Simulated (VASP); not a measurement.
# BeZnSe2 (P-6m2) in VASP: a series of runs

Runs on BeZnSe2. Level: PBE. Tasks: single point, relaxation of cell and atoms.

Program: VASP 6.6.1. These are calculated values, not measurements. Logs are shortened: lines on timing, memory, paths and dates and some standing lists are left out, and cuts for length are marked.

## (1) The cell of the first run

The structure is hexagonal, space group P-6m2 (No. 187). The conventional cell has a = 3.982 Å, b = 3.982 Å, c = 6.134 Å, α = 90.00°, β = 90.00°, γ = 120.00°. Be (site symmetry -6m2) has 6 Se at 2.30 Å within 3.0 Å. Within 4.0 Å of Zn (site symmetry -6m2) lie 8 Se at 3.07 to 3.83 Å and 6 Be at 3.83 Å and 6 Zn at 3.98 Å. Se (site symmetry -6m2) has 3 Se at 2.30 Å and 3 Be at 2.30 Å within 3.0 Å. Within 3.0 Å of Se (site symmetry -6m2) lie 3 Be at 2.30 Å and 3 Se at 2.30 Å.

## (2) Single point, PBE

File INCAR:

```
SYSTEM = BeZnSe2
PREC     = Accurate       ! precision mode
ENCUT    = 520            ! plane-wave cutoff, eV
EDIFF    = 1E-6           ! SCF threshold, eV
ISMEAR   = 0              ! smearing method
SIGMA    = 0.1            ! smearing width, eV
LREAL    = .False.        ! projectors in reciprocal space
LASPH    = .True.         ! aspherical terms in the spheres
NELM     = 100            ! most SCF steps
ALGO     = Normal         ! electronic algorithm
ISIF     = 2              ! what is computed and relaxed
LWAVE    = .False.        ! write WAVECAR
LCHARG   = .False.        ! write CHGCAR
GGA      = PE             ! functional
NBANDS   = 21             ! bands
```

File KPOINTS:

```
Automatic mesh
0
Gamma
  6 6 4
  0 0 0
```

File POSCAR:

```
BeZnSe2
1.0
    3.9817068800      0.0000000000      0.0000000000
   -1.9908534400      3.4482593100      0.0000000000
    0.0000000000      0.0000000000      6.1344495700
Be Zn Se
1 1 2
Direct
    0.3333333300      0.6666666700      0.0000000000
    0.6666666700      0.3333333300      0.5000000000
    0.6666666700      0.3333333300      0.0000000000
    0.0000000000      0.0000000000      0.0000000000
```

Potentials or basis: VASP PAW PBE potentials, release 64 (Be, Zn, Se).

Run with:

```
$ cat potpaw_PBE.64/Be/POTCAR potpaw_PBE.64/Zn/POTCAR potpaw_PBE.64/Se/POTCAR > POTCAR
$ mpirun -np 1 vasp_std > vasp.out
```

OUTCAR:

```text
SYSTEM = BeZnSe2
   PREC = Accurate
   ENCUT = 520
   EDIFF = 1E-6
   ISMEAR = 0
   LREAL = .False.
   LASPH = .True.
   NELM = 100
   ISIF = 2
   GGA = PE

 ion  position               nearest neighbor table
   1  0.333  0.667  0.000-   4 2.30   3 2.30   3 2.30   4 2.30   4 2.30   3 2.30
   2  0.667  0.333  0.500-
   3  0.667  0.333  0.000-   4 2.30   1 2.30   1 2.30   4 2.30   4 2.30   1 2.30
   4  0.000  0.000  0.000-   1 2.30   3 2.30   3 2.30   1 2.30   3 2.30   1 2.30

  LATTYP: Found a hexagonal cell.
 ALAT       =     3.9817068800
 C/A-ratio  =     1.5406582541

  Lattice vectors:

 A1 = (   3.9817068800,   0.0000000000,   0.0000000000)
 A2 = (  -1.9908534400,   3.4482593100,   0.0000000000)
 A3 = (   0.0000000000,   0.0000000000,   6.1344495700)

Analysis of symmetry for initial positions (statically):
=====================================================================
 Subroutine PRICEL returns:
 Original cell was already a primitive cell.

 Routine SETGRP: Setting up the symmetry group for a
 hexagonal supercell.

 Subroutine GETGRP returns: Found 12 space group operations
 (whereof 12 operations were pure point group operations)
 out of a pool of 24 trial point group operations.

The static configuration has the point symmetry D_3h.

Analysis of symmetry for dynamics (positions and initial velocities):
=====================================================================
 Subroutine PRICEL returns:
 Original cell was already a primitive cell.

 Routine SETGRP: Setting up the symmetry group for a
 hexagonal supercell.

 Subroutine GETGRP returns: Found 12 space group operations
 (whereof 12 operations were pure point group operations)
 out of a pool of 24 trial point group operations.

The dynamic configuration has the point symmetry D_3h.

 Subroutine INISYM returns: Found 12 space group operations
 (whereof 12 operations are pure point group operations),
 and found     1 'primitive' translations

----------------------------------------------------------------------------------------

                                     Primitive cell

  volume of cell :      84.2257

  direct lattice vectors                    reciprocal lattice vectors
     3.981706880  0.000000000  0.000000000     0.251148573  0.145000696  0.000000000
    -1.990853440  3.448259310  0.000000000     0.000000000  0.290001392  0.000000000
     0.000000000  0.000000000  6.134449570     0.000000000  0.000000000  0.163013811

  length of vectors
     3.981706880  3.981706881  6.134449570     0.290001392  0.290001392  0.163013811

  position of ions in fractional coordinates (direct lattice)
     0.333333330  0.666666670  0.000000000
     0.666666670  0.333333330  0.500000000
     0.666666670  0.333333330  0.000000000
     0.000000000  0.000000000  0.000000000

  ion indices of the primitive-cell ions
   primitive index   ion index
                 1           1
                 2           2
                 3           3
                 4           4

----------------------------------------------------------------------------------------

 KPOINTS: Automatic mesh

Automatic generation of k-mesh.
 Grid dimensions read from file:
 generate k-points for:    6    6    4

 Generating k-lattice:

  Cartesian coordinates                     Fractional coordinates (reciprocal lattice)
     0.041858095  0.024166783  0.000000000     0.166666667  0.000000000  0.000000000
     0.000000000  0.048333565  0.000000000     0.000000000  0.166666667  0.000000000
     0.000000000  0.000000000  0.040753453     0.000000000  0.000000000  0.250000000

  Length of vectors
     0.048333565  0.048333565  0.040753453

  Shift w.r.t. Gamma in fractional coordinates (k-lattice)
     0.000000000  0.000000000  0.000000000

 Subroutine IBZKPT returns following result:
 ===========================================

 Found     21 irreducible k-points:

 Following reciprocal coordinates:
            Coordinates               Weight
  0.000000  0.000000  0.000000      1.000000
  0.166667  0.000000  0.000000      6.000000
  0.333333  0.000000  0.000000      6.000000
  0.500000  0.000000  0.000000      3.000000
  0.166667  0.166667  0.000000      6.000000
  0.333333  0.166667  0.000000     12.000000
[... 13 lines left out ...]
  0.333333  0.166667  0.500000     12.000000
  0.333333  0.333333  0.500000      2.000000
   k-points           NKPTS =     21   k-points in BZ     NKDIM =     21   number of bands    NBANDS=     21
   number of dos      NEDOS =    301   number of ions     NIONS =      4
   total plane-waves  NPLWV =  43200
   dimension x,y,z NGX =    30 NGY =   30 NGZ =   48
   dimension x,y,z NGXF=    60 NGYF=   60 NGZF=   96
   ions per type =               1   1   2
   NGX,Y,Z   is equivalent  to a cutoff of  12.53, 12.53, 13.01 a.u.
   NGXF,Y,Z  is equivalent  to a cutoff of  25.05, 25.05, 26.02 a.u.
 SYSTEM =  BeZnSe2
   PREC   = accura    normal or accurate (medium, high low for compatibility)
   ISTART =      0    job   : 0-new  1-cont  2-samecut
   ICHARG =      2    charge: 1-file 2-atom 10-const
   ISPIN  =      1    spin polarized calculation?
   LNONCOLLINEAR =      F non collinear calculations
   LSORBIT =      F    spin-orbit coupling
   LASPH  =      T    aspherical Exc in radial PAW
   ENCUT  =  520.0 eV  38.22 Ry    6.18 a.u.   7.40  7.40 11.41*2*pi/ulx,y,z
   NELM   =    100;   NELMIN=  2; NELMDL= -5     # of ELM steps
   EDIFF  = 0.1E-05   stopping-criterion for ELM
   LREAL  =      F    real-space projection
   EDIFFG = 0.1E-04   stopping-criterion for IOM
   NSW    =      0    number of steps for IOM
   IBRION =     -1    ionic relax: 0-MD 1-quasi-New 2-CG
   NFREE  =      0    steps in history (QN), initial steepest desc. (CG)
   ISIF   =      2    stress and relaxation
   ISYM   =      2    0-nonsym 1-usesym 2-fastsym
   POTIM  = 0.5000    time-step for ionic-motion
   TEBEG  =    0.0;   TEEND  =   0.0 temperature during run
   PSTRESS=    0.0 pullay stress
   NELECT =      26.0000    total number of electrons
   NUPDOWN=      -1.0000    fix difference up-down
   EMIN   =  10.00;   EMAX   =-10.00  energy-range for DOS
   EFERMI =   0.00;   METHOD = LEGACY
   ISMEAR =     0;   SIGMA  =   0.10  broadening in eV -4-tet -1-fermi 0-gaus
   EFERMI_NEDOS =   21; number of points for ismear=-14 and -15
   IALGO  =     38    algorithm
   IMIX   =      4    mixing-type and parameters
     AMIX     =   0.40;   BMIX     =  1.00
     AMIX_MAG =   1.60;   BMIX_MAG =  1.00
  volume/ion in A,a.u.               =      21.06       142.10
  Fermi-wavevector in a.u.,A,eV,Ry     =   1.106414  2.090819 16.655600  1.224152
  Thomas-Fermi vector in A             =   2.242915
   LORBIT       =      0    0 simple, 1 ext, 2 COOP (PROOUT), +10 PAW based schemes
   GGA     = PE    functional components
   LHFCALC =     F    Hartree Fock is set to
   AEXX    =    0.0000 exact exchange contribution
   IVDW    =     0    specifies the selected vdW correction
   LEPSILON=     F    determine dielectric tensor
   LRPA    =     F    only Hartree local field effects (RPA)
 non-spin polarized calculation
 Gauss-broadening in eV      SIGMA  =   0.10
  energy-cutoff  :      520.00
  volume of cell :       84.23
 maximum number of plane-waves:      2286
 NGX is ok and might be reduce to    30
   NGX = 15   NGY = 15   NGZ = 23

 number of electron      25.9999999 magnetization

 Free energy of the ion-electron system (eV)
  ---------------------------------------------------
  ext. energy  EPLUGINS =         0.00000000
  ---------------------------------------------------
  free energy    TOTEN  =        -6.43997922 eV

  energy without entropy =       -6.42517410  energy(sigma->0) =       -6.43257666

 E-fermi :   3.3823     XC(G=0):  -9.0477

 val. band max:        3.3169294324   @ k =   0.1667   0.0000   0.0000
 cond. band min:       3.4328659684   @ k =   0.1667   0.0000   0.5000
 fundamental gap:      0.1159365360
 Fermi energy:         3.3823251548

 k-point     1 :       0.0000    0.0000    0.0000
  band No.  band energies     occupation
      1     -15.3662      2.00000
      2      -5.7933      2.00000
      3      -3.7345      2.00000
      4      -3.7345      2.00000
      5      -3.5605      2.00000
      6      -2.8741      2.00000
[... 13 lines left out ...]
     20      11.1127      0.00000
     21      11.1127      0.00000

 k-point     2 :       0.1667    0.0000    0.0000
  band No.  band energies     occupation
      1     -15.0868      2.00000
      2      -7.7511      2.00000
      3      -4.4927      2.00000
      4      -3.2760      2.00000
      5      -2.9689      2.00000
      6      -2.8670      2.00000
[... 13 lines left out ...]
     20      10.0827      0.00000
     21      11.3080      0.00000

 k-point     3 :       0.3333    0.0000    0.0000
  band No.  band energies     occupation
      1     -14.2977      2.00000
      2     -10.1380      2.00000
      3      -5.3714      2.00000
      4      -2.9575      2.00000
      5      -2.9382      2.00000
      6      -2.8577      2.00000
[... 13 lines left out ...]
     20       9.7095      0.00000
     21      10.3565      0.00000
[... 385 lines left out ...]
 k-point    20 :       0.3333    0.1667    0.5000
  band No.  band energies     occupation
      1     -13.5863      2.00000
      2     -11.3015      2.00000
      3      -6.3762      2.00000
      4      -3.0542      2.00000
      5      -2.8798      2.00000
      6      -2.8760      2.00000
[... 13 lines left out ...]
     20       9.9261      0.00000
     21      10.7387      0.00000

 k-point    21 :       0.3333    0.3333    0.5000
  band No.  band energies     occupation
      1     -12.5728      2.00000
      2     -12.4747      2.00000
      3      -6.9450      2.00000
      4      -3.0124      2.00000
      5      -2.8678      2.00000
      6      -2.8567      2.00000
[... 13 lines left out ...]
     20       9.9921      0.00000
     21      11.1261      0.00000

------------------------ aborting loop because EDIFF is reached ----------------------------------------

  FORCE on cell =-STRESS in cart. coord.  units (eV):
  Direction    XX          YY          ZZ          XY          YZ          ZX
  --------------------------------------------------------------------------------------
  -------------------------------------------------------------------------------------
  Total       20.3866417     20.3866417      0.6533071      0.0000000      0.0000000     -0.0000000
  in kB      387.8032720    387.8032723     12.4274816      0.0000000      0.0000000     -0.0000000
  external PRESSURE =     262.6780086 kB  Pullay stress =       0.0000000 kB

 VOLUME and BASIS-vectors are now :
 -----------------------------------------------------------------------------
  energy-cutoff  :      520.00
  volume of cell :       84.23
      direct lattice vectors                 reciprocal lattice vectors
     3.981706880  0.000000000  0.000000000     0.251148573  0.145000696  0.000000000
    -1.990853440  3.448259310  0.000000000     0.000000000  0.290001392  0.000000000
     0.000000000  0.000000000  6.134449570     0.000000000  0.000000000  0.163013811

 POSITION                                       TOTAL-FORCE (eV/Angst)
 -----------------------------------------------------------------------------------
     -0.00000      2.29884      0.00000        -0.000000      0.000000      0.000000
      1.99085      1.14942      3.06722        -0.000000     -0.000000      0.000000
      1.99085      1.14942      0.00000         0.000000     -0.000000      0.000000
      0.00000      0.00000      0.00000        -0.000000     -0.000000      0.000000
 -----------------------------------------------------------------------------------
    total drift:                               -0.000013      0.000007      0.000000

  FREE ENERGIE OF THE ION-ELECTRON SYSTEM (eV)
  ---------------------------------------------------
  free  energy   TOTEN  =        -6.4399792154 eV

  energy  without entropy=       -6.4251741030  energy(sigma->0) =       -6.43257666
```

It took 21 s on 1 thread of Intel Xeon 6975P-C (Granite Rapids), shared host; peak memory 0.2 GiB.

Results:

- Free energy: -6.4400 eV
- Pressure: 26.3 GPa
- Band gap on the k mesh: zero (band 13 reaches 4.51 eV, above the bottom of band 14 at 3.07 eV)

Stress tensor (GPa, compression positive):
```
38.78  0.00  0.00
 0.00 38.78  0.00
 0.00  0.00  1.24
```

(Part 1 of 2 ends here.)
